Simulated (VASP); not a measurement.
# Fe (P6/mmm) in VASP: a series of runs

Fe is run at these levels: RPBE; tasks: single point.

Program: VASP 6.6.1. These are calculated values, not measurements. Logs are shortened: lines on timing, memory, paths and dates and some standing lists are left out, and cuts for length are marked.

## Step 1: The cell of the first run

It takes space group P6/mmm (No. 191, hexagonal). Conventional cell: a = 4.400 Å, b = 4.400 Å, c = 2.514 Å, α = 90.00°, β = 90.00°, γ = 120.00°. Within 3.3 Å of Fe (site symmetry 6/mmm) lie 14 Fe at 2.51 to 2.83 Å. Fe (site symmetry -6m2) has 11 Fe at 2.51 to 2.83 Å within 3.3 Å.

This isn't the form of Fe at room conditions, which is bcc.

## Step 2: Single point, RPBE, collinear spin, ferromagnetic start (14.05 Å³/atom)

Contents of INCAR:

```
PREC     = Accurate       # precision mode
ENCUT    = 520            # plane-wave cutoff, eV
EDIFF    = 1E-6           # SCF threshold, eV
ISMEAR   = -1             # smearing method
SIGMA    = 0.05           # smearing width, eV
LREAL    = False          # projectors in reciprocal space
LASPH    = True           # aspherical terms in the spheres
NELM     = 150            # most SCF steps
ALGO     = Normal         # electronic algorithm
ISIF     = 2              # what is computed and relaxed
LWAVE    = False          # write WAVECAR
LCHARG   = False          # write CHGCAR
ISPIN    = 2              # spin polarisation
MAGMOM   = 2.669 2.629 2.629 # initial moments
LORBIT   = 11             # projections on sites
LMAXMIX  = 4              # l up to which the mixer works
GGA      = RP             # functional
NBANDS   = 23             # bands
```

Contents of KPOINTS:

```
regular mesh
0
Gamma
  10 10 15
```

Contents of POSCAR:

```
Fe
1.0
    4.4002687475      0.0000000000      0.0000000000
   -2.2001343737      3.8107445188      0.0000000000
    0.0000000000      0.0000000000      2.5144927073
Fe
3
Direct
    1.0000000000      0.0000000000      0.0000000000
    0.3333333333      0.6666666667      0.5000000000
    0.6666666667      0.3333333333      0.5000000000
```

Potentials or basis: VASP PAW PBE potentials, release 64 (Fe).

Launch:

```
> cat potpaw_PBE.64/Fe/POTCAR > POTCAR
> mpirun -np 1 vasp_std > vasp.out
```

OUTCAR:

```text
PREC = Accurate
   ENCUT = 520
   EDIFF = 1E-6
   ISMEAR = -1
   LREAL = False
   LASPH = True
   NELM = 150
   ISIF = 2
   ISPIN = 2
   LORBIT = 11
   GGA = RP

 ion  position               nearest neighbor table
   1  0.000  0.000  0.000-   2 2.83   3 2.83   2 2.83   3 2.83   2 2.83   2 2.83   3 2.83   3 2.83
                             3 2.83   3 2.83   2 2.83   2 2.83
   2  0.333  0.667  0.500-   3 2.54   3 2.54   3 2.54   1 2.83   1 2.83   1 2.83   1 2.83   1 2.83
                             1 2.83
   3  0.667  0.333  0.500-   2 2.54   2 2.54   2 2.54   1 2.83   1 2.83   1 2.83   1 2.83   1 2.83
                             1 2.83

  LATTYP: Found a hexagonal cell.
 ALAT       =     4.4002687475
 C/A-ratio  =     0.5714407123

  Lattice vectors:

 A1 = (   4.4002687475,   0.0000000000,   0.0000000000)
 A2 = (  -2.2001343737,   3.8107445188,   0.0000000000)
 A3 = (   0.0000000000,   0.0000000000,   2.5144927073)

Analysis of symmetry for initial positions (statically):
=====================================================================
 Subroutine PRICEL returns:
 Original cell was already a primitive cell.

 Routine SETGRP: Setting up the symmetry group for a
 hexagonal supercell.

 Subroutine GETGRP returns: Found 24 space group operations
 (whereof 24 operations were pure point group operations)
 out of a pool of 24 trial point group operations.

The static configuration has the point symmetry D_6h.

Analysis of symmetry for dynamics (positions and initial velocities):
=====================================================================
 Subroutine PRICEL returns:
 Original cell was already a primitive cell.

 Routine SETGRP: Setting up the symmetry group for a
 hexagonal supercell.

 Subroutine GETGRP returns: Found 24 space group operations
 (whereof 24 operations were pure point group operations)
 out of a pool of 24 trial point group operations.

The dynamic configuration has the point symmetry D_6h.

Analysis of structural, dynamic, and magnetic symmetry:
=====================================================================
 Subroutine PRICEL returns:
 Original cell was already a primitive cell.

 Routine SETGRP: Setting up the symmetry group for a
 hexagonal supercell.

 Subroutine GETGRP returns: Found 24 space group operations
 (whereof 24 operations were pure point group operations)
 out of a pool of 24 trial point group operations.

The overall configuration has the point symmetry D_6h.

 Subroutine INISYM returns: Found 24 space group operations
 (whereof 24 operations are pure point group operations),
 and found     1 'primitive' translations

----------------------------------------------------------------------------------------

                                     Primitive cell

  volume of cell :      42.1638

  direct lattice vectors                    reciprocal lattice vectors
     4.400268748  0.000000000  0.000000000     0.227258847  0.131207956  0.000000000
    -2.200134374  3.810744519  0.000000000     0.000000000  0.262415912  0.000000000
     0.000000000  0.000000000  2.514492707     0.000000000  0.000000000  0.397694532

  length of vectors
     4.400268748  4.400268747  2.514492707     0.262415912  0.262415912  0.397694532

  position of ions in fractional coordinates (direct lattice)
     0.000000000  0.000000000  0.000000000
     0.333333333  0.666666667  0.500000000
     0.666666667  0.333333333  0.500000000

  ion indices of the primitive-cell ions
   primitive index   ion index
                 1           1
                 2           2
                 3           3

----------------------------------------------------------------------------------------

 KPOINTS: regular mesh

Automatic generation of k-mesh.
 Grid dimensions read from file:
 generate k-points for:   10   10   15

 Generating k-lattice:

  Cartesian coordinates                     Fractional coordinates (reciprocal lattice)
     0.022725885  0.013120796  0.000000000     0.100000000  0.000000000  0.000000000
     0.000000000  0.026241591  0.000000000     0.000000000  0.100000000  0.000000000
     0.000000000  0.000000000  0.026512969     0.000000000  0.000000000  0.066666667

  Length of vectors
     0.026241591  0.026241591  0.026512969

  Shift w.r.t. Gamma in fractional coordinates (k-lattice)
     0.000000000  0.000000000  0.000000000

 Subroutine IBZKPT returns following result:
 ===========================================

 Found    112 irreducible k-points:

 Following reciprocal coordinates:
            Coordinates               Weight
  0.000000  0.000000  0.000000      1.000000
  0.100000  0.000000  0.000000      6.000000
  0.200000  0.000000  0.000000      6.000000
  0.300000 -0.000000  0.000000      6.000000
  0.400000 -0.000000  0.000000      6.000000
  0.500000 -0.000000  0.000000      3.000000
[... 16 lines left out ...]
  0.300000  0.100000  0.066667     24.000000
  0.400000  0.100000  0.066667     24.000000
 [... further k-points ...]
   k-points           NKPTS =    112   k-points in BZ     NKDIM =    112   number of bands    NBANDS=     23
   number of dos      NEDOS =    301   number of ions     NIONS =      3
   total plane-waves  NPLWV =  25920
   dimension x,y,z NGX =    36 NGY =   36 NGZ =   20
   dimension x,y,z NGXF=    72 NGYF=   72 NGZF=   40
   ions per type =               3
   NGX,Y,Z   is equivalent  to a cutoff of  13.60, 13.60, 13.22 a.u.
   NGXF,Y,Z  is equivalent  to a cutoff of  27.20, 27.20, 26.45 a.u.
 SYSTEM =  unknown system
   PREC   = accura    normal or accurate (medium, high low for compatibility)
   ISTART =      0    job   : 0-new  1-cont  2-samecut
   ICHARG =      2    charge: 1-file 2-atom 10-const
   ISPIN  =      2    spin polarized calculation?
   LNONCOLLINEAR =      F non collinear calculations
   LSORBIT =      F    spin-orbit coupling
   LASPH  =      T    aspherical Exc in radial PAW
   ENCUT  =  520.0 eV  38.22 Ry    6.18 a.u.   8.18  8.18  4.68*2*pi/ulx,y,z
   NELM   =    150;   NELMIN=  2; NELMDL= -5     # of ELM steps
   EDIFF  = 0.1E-05   stopping-criterion for ELM
   LREAL  =      F    real-space projection
   EDIFFG = 0.1E-04   stopping-criterion for IOM
   NSW    =      0    number of steps for IOM
   IBRION =     -1    ionic relax: 0-MD 1-quasi-New 2-CG
   NFREE  =      0    steps in history (QN), initial steepest desc. (CG)
   ISIF   =      2    stress and relaxation
   ISYM   =      2    0-nonsym 1-usesym 2-fastsym
   POTIM  = 0.5000    time-step for ionic-motion
   TEBEG  =    0.0;   TEEND  =   0.0 temperature during run
   PSTRESS=    0.0 pullay stress
   NELECT =      24.0000    total number of electrons
   NUPDOWN=      -1.0000    fix difference up-down
   EMIN   =  10.00;   EMAX   =-10.00  energy-range for DOS
   EFERMI =   0.00;   METHOD = LEGACY
   ISMEAR =    -1;   SIGMA  =   0.05  broadening in eV -4-tet -1-fermi 0-gaus
   EFERMI_NEDOS =   21; number of points for ismear=-14 and -15
   IALGO  =     38    algorithm
   IMIX   =      4    mixing-type and parameters
     AMIX     =   0.40;   BMIX     =  1.00
     AMIX_MAG =   1.60;   BMIX_MAG =  1.00
  volume/ion in A,a.u.               =      14.05        94.85
  Fermi-wavevector in a.u.,A,eV,Ry     =   1.356747  2.563879 25.045082  1.840762
  Thomas-Fermi vector in A             =   2.483724
   LORBIT       =     11    0 simple, 1 ext, 2 COOP (PROOUT), +10 PAW based schemes
   GGA     = RP    functional components
   LHFCALC =     F    Hartree Fock is set to
   AEXX    =    0.0000 exact exchange contribution
   IVDW    =     0    specifies the selected vdW correction
   LEPSILON=     F    determine dielectric tensor
   LRPA    =     F    only Hartree local field effects (RPA)
 spin polarized calculation
  energy-cutoff  :      520.00
  volume of cell :       42.16
 maximum number of plane-waves:      1152
 NGX is ok and might be reduce to    36
   NGX = 17   NGY = 17   NGZ =  9

 number of electron      24.0000012 magnetization       8.3177386

 Free energy of the ion-electron system (eV)
  ---------------------------------------------------
  ext. energy  EPLUGINS =         0.00000000
  ---------------------------------------------------
  free energy    TOTEN  =       -22.58051434 eV

  energy without entropy =      -22.55717339  energy(sigma->0) =      -22.56884387

 E-fermi :   4.4857     XC(G=0): -11.8371

 val. band max:        4.4846180094   @ k =   0.4000   0.1000   0.0667
 cond. band min:       4.4934024415   @ k =   0.2000   0.0000   0.2000
 fundamental gap:      0.0087844321
 Fermi energy:         4.4857329395

 spin component 1

 k-point     1 :       0.0000    0.0000    0.0000
  band No.  band energies     occupation
      1      -3.2319      1.00000
      2       0.4190      1.00000
      3       1.2482      1.00000
      4       1.2482      1.00000
      5       1.3188      1.00000
      6       1.3948      1.00000
[... 15 lines left out ...]
     22      10.9422      0.00000
     23      20.2569      0.00000
[... 575 lines left out ...]
      1      -1.0463      1.00000
      2      -0.3325      1.00000
      3       0.0195      1.00000
      4       1.1472      1.00000
      5       1.2302      1.00000
      6       1.3220      1.00000
[... 15 lines left out ...]
     22      17.8513      0.00000
     23      19.6259      0.00000

 [... further k-points ...]

 spin component 2

 k-point     1 :       0.0000    0.0000    0.0000
  band No.  band energies     occupation
      1      -3.0713      1.00000
      2       2.2020      1.00000
      3       3.1308      1.00000
      4       3.1308      1.00000
      5       3.1503      1.00000
      6       3.1503      1.00000
[... 15 lines left out ...]
     22      12.0800      0.00000
     23      20.7400      0.00000
[... 575 lines left out ...]
      1      -0.7826      1.00000
      2       0.1048      1.00000
      3       1.4988      1.00000
      4       3.2502      1.00000
      5       3.4277      1.00000
      6       3.5778      1.00000
[... 15 lines left out ...]
     22      18.5022      0.00000
     23      20.0202      0.00000

 [... further k-points ...]

------------------------ aborting loop because EDIFF is reached ----------------------------------------

  FORCE on cell =-STRESS in cart. coord.  units (eV):
  Direction    XX          YY          ZZ          XY          YZ          ZX
  --------------------------------------------------------------------------------------
  -------------------------------------------------------------------------------------
  Total       -3.1701655     -3.1701655     -3.3565730     -0.0000000     -0.0000000     -0.0000000
  in kB     -120.4628395   -120.4628395   -127.5461241     -0.0000000     -0.0000000     -0.0000000
  external PRESSURE =    -122.8239343 kB  Pullay stress =       0.0000000 kB

 VOLUME and BASIS-vectors are now :
 -----------------------------------------------------------------------------
  energy-cutoff  :      520.00
  volume of cell :       42.16
      direct lattice vectors                 reciprocal lattice vectors
     4.400268748  0.000000000  0.000000000     0.227258847  0.131207956  0.000000000
    -2.200134374  3.810744519  0.000000000     0.000000000  0.262415912  0.000000000
     0.000000000  0.000000000  2.514492707     0.000000000  0.000000000  0.397694532

 POSITION                                       TOTAL-FORCE (eV/Angst)
 -----------------------------------------------------------------------------------
      0.00000      0.00000      0.00000        -0.000000      0.000000      0.000000
     -0.00000      2.54050      1.25725        -0.000000      0.000000      0.000000
      2.20013      1.27025      1.25725         0.000000     -0.000000      0.000000
 -----------------------------------------------------------------------------------
    total drift:                                0.000000      0.000000     -0.000000

  FREE ENERGIE OF THE ION-ELECTRON SYSTEM (eV)
  ---------------------------------------------------
  free  energy   TOTEN  =       -22.5805143447 eV

  energy  without entropy=      -22.5571733916  energy(sigma->0) =      -22.56884387

 total charge

# of ion       s       p       d       tot
------------------------------------------
    1        0.406   0.388   6.074   6.868
    2        0.429   0.388   6.122   6.939
    3        0.429   0.388   6.122   6.939
--------------------------------------------------
tot          1.264   1.164  18.317  20.745

 magnetization (x)

# of ion       s       p       d       tot
------------------------------------------
    1       -0.010  -0.054   2.883   2.819
    2       -0.009  -0.039   2.839   2.792
    3       -0.009  -0.039   2.839   2.792
--------------------------------------------------
tot         -0.028  -0.132   8.562   8.402
```

Run time: 2.6 min. Hardware: 1 thread of Intel Xeon 6975P-C (Granite Rapids), shared host; peak memory 0.29 GiB.

What came out:

- Free energy: -22.5805 eV
- Pressure: -12.3 GPa
- Net moment: 8.32 μB per cell
- Site moments: Fe +2.82, +2.79 (each value once) μB
- Valence electrons inside the program's atomic spheres: Fe 6.87, 6.94 (each value once)

Caveat: the cell stands under tension; the PAW data sets were made with another functional, which shifts forces and pressure a little.

## Step 3: Single point, RPBE, collinear spin, ferromagnetic start

This run uses another cell than the first one, of 12.55 Å³/atom.

Contents of INCAR:

```
SYSTEM = Fe
ALGO = Normal
EDIFF = 1E-6
ENCUT = 520
GGA = RP
ISIF = 2
ISMEAR = -1
ISPIN = 2
LASPH = .True.
LCHARG = .False.
LMAXMIX = 4
LORBIT = 11
LREAL = .False.
LWAVE = .False.
MAGMOM = 2.704 2.633 2.633
NBANDS = 23
NELM = 150
PREC = Accurate
SIGMA = 0.05
```

Contents of KPOINTS:

```
k-points
0
Gamma
  11 11 17
  0 0 0
```

Contents of POSCAR:

```
Fe
1.0
    4.2371437128      0.0000000000      0.0000000000
   -2.1185718564      3.6694740948      0.0000000000
    0.0000000000      0.0000000000      2.4212764213
Fe
3
Direct
    1.0000000000      0.0000000000      0.0000000000
    0.3333333333      0.6666666667      0.5000000000
    0.6666666667      0.3333333333      0.5000000000
```

Potentials or basis: VASP PAW PBE potentials, release 64 (Fe).

Launch:

```
> cat potpaw_PBE.64/Fe/POTCAR > POTCAR
> mpirun -np 1 vasp_std > vasp.out
```

It took 2.5 min on 1 thread of Intel Xeon 6975P-C (Granite Rapids), shared host; peak memory 0.28 GiB.

It converged, with:

```
Free energy                                           : -22.7715 eV
Pressure                                              : -0.5 GPa
Net moment                                            : 7.84 μB per cell
Site moments                                          : Fe +2.64, +2.62 (each value once) μB
Valence electrons inside the program's atomic spheres : Fe 7.05, 7.12 (each value once)
```

Stress tensor (GPa, compression positive):
```
-0.12  0.00  0.00
 0.00 -0.12  0.00
 0.00  0.00 -1.21
```

Levels at points of the mesh, in eV from the Fermi level:
Spin up:
```
           k point  band 14  band 15  band 16  band 17  band 18  band 19
(0.00, 0.00, 0.00)    -1.67    -0.77    -0.77     5.31     5.31     5.34
```
Spin down:
```csv
k point,band 6,band 7,band 8,band 9,band 10,band 11
"(0.00, 0.00, 0.00)",-1.57,-1.46,-0.83,0.26,0.26,1.38
```

Caveat: the PAW data sets were made with another functional, which shifts forces and pressure a little.
